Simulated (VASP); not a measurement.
Al:

```
Al
1.0
     0.00000    2.02398    2.02398
     2.02398    0.00000    2.02398
     2.02398    2.02398    0.00000
Al
1
Direct
  0.00000 0.00000 0.00000
```

Base run:

* Program: VASP 6.6.1
* Functional: r2SCAN
* Potentials or basis: VASP PAW PBE potentials, release 64 (Al)
* Cutoff: 520 eV
* k mesh: 14 × 14 × 14
* Occupations: fermi-dirac, width 0.05 eV
* Spin: no spin polarisation

Its results: pressure -4.0 GPa.

Problem. The run is repeated on the same cell with these changes: functional from r2SCAN to PBE. What comes out?

Solution. Pressure -0.6 GPa.

Caveats: the PAW data sets were made with another functional, which shifts forces and pressure a little (some runs).
